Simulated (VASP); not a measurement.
# Na (Fm-3m) in VASP: further runs

Runs on Na. Level: PBE. Tasks: single point.

Everything below comes from runs of VASP 6.6.1. Logs are shortened: lines on timing, memory, paths and dates and some standing lists are left out, and cuts for length are marked.

### 1 The cell of the first run

Symmetry: Fm-3m, No. 225, cubic system. Conventional cell: a = 4.581 Å, b = 4.581 Å, c = 4.581 Å, α = 90.00°, β = 90.00°, γ = 90.00°. Within 4.3 Å of Na (site symmetry m-3m) lie 12 Na at 3.24 Å.

This isn't the form of Na at room conditions, which is bcc.

### 2 Single point, PBE (24.03 Å³/atom)

File INCAR:

```
SYSTEM = Na
ALGO = Normal
EDIFF = 1E-6
ENCUT = 520
GGA = PE
ISIF = 2
ISMEAR = -1
LASPH = .TRUE.
LCHARG = .FALSE.
LREAL = .FALSE.
LWAVE = .FALSE.
NBANDS = 10
NELM = 100
PREC = Accurate
SIGMA = 0.1
```

File KPOINTS:

```
k-points
0
G
  14 14 14
  0 0 0
```

File POSCAR:

```
Na
1.0
    0.0000000000      2.2903565992      2.2903565992
    2.2903565992      0.0000000000      2.2903565992
    2.2903565992      2.2903565992      0.0000000000
Na
1
Direct
    0.0000000000      0.0000000000      0.0000000000
```

Potentials or basis: VASP PAW PBE potentials, release 64 (Na_pv).

On the command line:

```bash
$ cat potpaw_PBE.64/Na_pv/POTCAR > POTCAR
$ mpirun -np 1 vasp_std > vasp.out
```

OUTCAR:

```text
SYSTEM = Na
   EDIFF = 1E-6
   ENCUT = 520
   GGA = PE
   ISIF = 2
   ISMEAR = -1
   LASPH = .TRUE.
   LREAL = .FALSE.
   NELM = 100
   PREC = Accurate

 ion  position               nearest neighbor table
   1  0.000  0.000  0.000-

  LATTYP: Found a face centered cubic cell.
 ALAT       =     4.5807131984

  Lattice vectors:

 A1 = (   0.0000000000,   2.2903565992,   2.2903565992)
 A2 = (   2.2903565992,   0.0000000000,   2.2903565992)
 A3 = (   2.2903565992,   2.2903565992,   0.0000000000)

Analysis of symmetry for initial positions (statically):
=====================================================================
 Subroutine PRICEL returns:
 Original cell was already a primitive cell.

 Routine SETGRP: Setting up the symmetry group for a
 face centered cubic supercell.

 Subroutine GETGRP returns: Found 48 space group operations
 (whereof 48 operations were pure point group operations)
 out of a pool of 48 trial point group operations.

The static configuration has the point symmetry O_h .

Analysis of symmetry for dynamics (positions and initial velocities):
=====================================================================
 Subroutine PRICEL returns:
 Original cell was already a primitive cell.

 Routine SETGRP: Setting up the symmetry group for a
 face centered cubic supercell.

 Subroutine GETGRP returns: Found 48 space group operations
 (whereof 48 operations were pure point group operations)
 out of a pool of 48 trial point group operations.

The dynamic configuration has the point symmetry O_h .

 Subroutine INISYM returns: Found 48 space group operations
 (whereof 48 operations are pure point group operations),
 and found     1 'primitive' translations

----------------------------------------------------------------------------------------

                                     Primitive cell

  volume of cell :      24.0292

  direct lattice vectors                    reciprocal lattice vectors
     0.000000000  2.290356599  2.290356599    -0.218306617  0.218306617  0.218306617
     2.290356599  0.000000000  2.290356599     0.218306617 -0.218306617  0.218306617
     2.290356599  2.290356599  0.000000000     0.218306617  0.218306617 -0.218306617

  length of vectors
     3.239053365  3.239053365  3.239053365     0.378118152  0.378118152  0.378118152

  position of ions in fractional coordinates (direct lattice)
     0.000000000  0.000000000  0.000000000

  ion indices of the primitive-cell ions
   primitive index   ion index
                 1           1

----------------------------------------------------------------------------------------

 KPOINTS: k-points

Automatic generation of k-mesh.
 Grid dimensions read from file:
 generate k-points for:   14   14   14

 Generating k-lattice:

  Cartesian coordinates                     Fractional coordinates (reciprocal lattice)
    -0.015593330  0.015593330  0.015593330     0.071428571  0.000000000  0.000000000
     0.015593330 -0.015593330  0.015593330     0.000000000  0.071428571  0.000000000
     0.015593330  0.015593330 -0.015593330     0.000000000  0.000000000  0.071428571

  Length of vectors
     0.027008439  0.027008439  0.027008439

  Shift w.r.t. Gamma in fractional coordinates (k-lattice)
     0.000000000  0.000000000  0.000000000

 Subroutine IBZKPT returns following result:
 ===========================================

 Found    104 irreducible k-points:

 Following reciprocal coordinates:
            Coordinates               Weight
  0.000000  0.000000  0.000000      1.000000
  0.071429  0.000000  0.000000      8.000000
  0.142857  0.000000  0.000000      8.000000
  0.214286  0.000000  0.000000      8.000000
  0.285714  0.000000  0.000000      8.000000
  0.357143  0.000000  0.000000      8.000000
[... 16 lines left out ...]
  0.214286  0.142857  0.000000     24.000000
  0.285714  0.142857  0.000000     24.000000
 [... further k-points ...]
   k-points           NKPTS =    104   k-points in BZ     NKDIM =    104   number of bands    NBANDS=     10
   number of dos      NEDOS =    301   number of ions     NIONS =      1
   total plane-waves  NPLWV =  13824
   dimension x,y,z NGX =    24 NGY =   24 NGZ =   24
   dimension x,y,z NGXF=    48 NGYF=   48 NGZF=   48
   ions per type =               1
   NGX,Y,Z   is equivalent  to a cutoff of  12.32, 12.32, 12.32 a.u.
   NGXF,Y,Z  is equivalent  to a cutoff of  24.64, 24.64, 24.64 a.u.
 SYSTEM =  Na
   PREC   = accura    normal or accurate (medium, high low for compatibility)
   ISTART =      0    job   : 0-new  1-cont  2-samecut
   ICHARG =      2    charge: 1-file 2-atom 10-const
   ISPIN  =      1    spin polarized calculation?
   LNONCOLLINEAR =      F non collinear calculations
   LSORBIT =      F    spin-orbit coupling
   LASPH  =      T    aspherical Exc in radial PAW
   ENCUT  =  520.0 eV  38.22 Ry    6.18 a.u.   6.02  6.02  6.02*2*pi/ulx,y,z
   NELM   =    100;   NELMIN=  2; NELMDL= -5     # of ELM steps
   EDIFF  = 0.1E-05   stopping-criterion for ELM
   LREAL  =      F    real-space projection
   EDIFFG = 0.1E-04   stopping-criterion for IOM
   NSW    =      0    number of steps for IOM
   IBRION =     -1    ionic relax: 0-MD 1-quasi-New 2-CG
   NFREE  =      0    steps in history (QN), initial steepest desc. (CG)
   ISIF   =      2    stress and relaxation
   ISYM   =      2    0-nonsym 1-usesym 2-fastsym
   POTIM  = 0.5000    time-step for ionic-motion
   TEBEG  =    0.0;   TEEND  =   0.0 temperature during run
   PSTRESS=    0.0 pullay stress
   NELECT =       7.0000    total number of electrons
   NUPDOWN=      -1.0000    fix difference up-down
   EMIN   =  10.00;   EMAX   =-10.00  energy-range for DOS
   EFERMI =   0.00;   METHOD = LEGACY
   ISMEAR =    -1;   SIGMA  =   0.10  broadening in eV -4-tet -1-fermi 0-gaus
   EFERMI_NEDOS =   21; number of points for ismear=-14 and -15
   IALGO  =     38    algorithm
   IMIX   =      4    mixing-type and parameters
     AMIX     =   0.40;   BMIX     =  1.00
     AMIX_MAG =   1.60;   BMIX_MAG =  1.00
  volume/ion in A,a.u.               =      24.03       162.16
  Fermi-wavevector in a.u.,A,eV,Ry     =   1.085245  2.050815 16.024349  1.177756
  Thomas-Fermi vector in A             =   2.221354
   LORBIT       =      0    0 simple, 1 ext, 2 COOP (PROOUT), +10 PAW based schemes
   GGA     = PE    functional components
   LHFCALC =     F    Hartree Fock is set to
   AEXX    =    0.0000 exact exchange contribution
   IVDW    =     0    specifies the selected vdW correction
   LEPSILON=     F    determine dielectric tensor
   LRPA    =     F    only Hartree local field effects (RPA)
 non-spin polarized calculation
  energy-cutoff  :      520.00
  volume of cell :       24.03
 maximum number of plane-waves:       658
   NGX = 13   NGY = 13   NGZ = 13

 number of electron       6.9999995 magnetization

 Free energy of the ion-electron system (eV)
  ---------------------------------------------------
  ext. energy  EPLUGINS =         0.00000000
  ---------------------------------------------------
  free energy    TOTEN  =        -1.10322466 eV

  energy without entropy =       -1.09197762  energy(sigma->0) =       -1.09760114

 E-fermi :   1.9469     XC(G=0):  -7.7571

 val. band max:        1.8365193603   @ k =   0.5000   0.3571   0.1429
 cond. band min:       1.9712562384   @ k =   0.5000   0.2857   0.0714
 fundamental gap:      0.1347368780
 Fermi energy:         1.9468503074

 k-point     1 :       0.0000    0.0000    0.0000
  band No.  band energies     occupation
      1     -22.7948      2.00000
      2     -22.7948      2.00000
      3     -22.7948      2.00000
      4      -2.3893      2.00000
      5      15.9067      0.00000
      6      15.9067      0.00000
      7      15.9067      0.00000
      8      17.4126      0.00000
      9      19.0391      0.00000
     10      19.0391      0.00000

 k-point     2 :       0.0714    0.0000    0.0000
  band No.  band energies     occupation
      1     -22.8025      2.00000
      2     -22.7957      2.00000
      3     -22.7957      2.00000
      4      -2.2730      2.00000
      5      14.3541      0.00000
      6      15.7865      0.00000
      7      15.7865      0.00000
      8      17.9306      0.00000
      9      19.2146      0.00000
     10      19.2159      0.00000

 k-point     3 :       0.1429    0.0000    0.0000
  band No.  band energies     occupation
      1     -22.8240      2.00000
      2     -22.7983      2.00000
      3     -22.7983      2.00000
      4      -1.9266      2.00000
      5      12.1867      0.00000
      6      15.5130      0.00000
      7      15.5130      0.00000
      8      17.4567      0.00000
      9      19.3878      0.00000
     10      19.3878      0.00000

 k-point     4 :       0.2143    0.0000    0.0000
  band No.  band energies     occupation
      1     -22.8547      2.00000
      2     -22.8022      2.00000
      3     -22.8022      2.00000
      4      -1.3573      2.00000
      5      10.0643      0.00000
      6      15.2140      0.00000
      7      15.2140      0.00000
      8      16.9076      0.00000
      9      18.9456      0.00000
     10      18.9456      0.00000
[... 222 lines left out ...]
 k-point    22 :       0.1429    0.1429    0.0000
  band No.  band energies     occupation
      1     -22.8233      2.00000
      2     -22.8046      2.00000
      3     -22.8046      2.00000
      4      -1.7738      2.00000
      5      13.0889      0.00000
      6      14.2321      0.00000
      7      14.2321      0.00000
      8      15.6696      0.00000
      9      19.4100      0.00000
     10      21.3992      0.00000

 k-point    23 :       0.2143    0.1429    0.0000
  band No.  band energies     occupation
      1     -22.8432      2.00000
      2     -22.8095      2.00000
      3     -22.8083      2.00000
      4      -1.3574      2.00000
      5      11.5727      0.00000
      6      13.7882      0.00000
      7      13.8121      0.00000
      8      15.1889      0.00000
      9      18.9096      0.00000
     10      21.3827      0.00000

 k-point    24 :       0.2857    0.1429    0.0000
  band No.  band energies     occupation
      1     -22.8706      2.00000
      2     -22.8143      2.00000
      3     -22.8128      2.00000
      4      -0.7239      2.00000
      5       9.6276      0.00000
      6      13.1205      0.00000
      7      13.4888      0.00000
      8      15.2811      0.00000
      9      19.1543      0.00000
     10      21.0583      0.00000

 [... further k-points ...]

------------------------ aborting loop because EDIFF is reached ----------------------------------------

  FORCE on cell =-STRESS in cart. coord.  units (eV):
  Direction    XX          YY          ZZ          XY          YZ          ZX
  --------------------------------------------------------------------------------------
  -------------------------------------------------------------------------------------
  Total        1.1119143      1.1119143      1.1119143      0.0000000     -0.0000000      0.0000000
  in kB       74.1382947     74.1382947     74.1382947      0.0000000     -0.0000000      0.0000000
  external PRESSURE =      74.1382947 kB  Pullay stress =       0.0000000 kB

 VOLUME and BASIS-vectors are now :
 -----------------------------------------------------------------------------
  energy-cutoff  :      520.00
  volume of cell :       24.03
      direct lattice vectors                 reciprocal lattice vectors
     0.000000000  2.290356599  2.290356599    -0.218306617  0.218306617  0.218306617
     2.290356599  0.000000000  2.290356599     0.218306617 -0.218306617  0.218306617
     2.290356599  2.290356599  0.000000000     0.218306617  0.218306617 -0.218306617

 POSITION                                       TOTAL-FORCE (eV/Angst)
 -----------------------------------------------------------------------------------
      0.00000      0.00000      0.00000        -0.000000     -0.000000     -0.000000
 -----------------------------------------------------------------------------------
    total drift:                                0.000000      0.000000      0.000000

  FREE ENERGIE OF THE ION-ELECTRON SYSTEM (eV)
  ---------------------------------------------------
  free  energy   TOTEN  =        -1.1032246606 eV

  energy  without entropy=       -1.0919776154  energy(sigma->0) =       -1.09760114
```

It took 4.3 s on 1 thread of Intel Xeon 6975P-C (Granite Rapids), shared host; peak memory 0.14 GiB.

Results:

```yaml
Free_energy: -1.1032 eV
Pressure: 7.4 GPa
Band_gap_on_the_k_mesh: zero (an odd number of electrons rules out a gap without spin polarisation)
```

Caveat: the cell stands under pressure.

(Part 1 of 2 ends here.)

The gap in the log of VASP goes by the Fermi energy; the results here count the filled bands.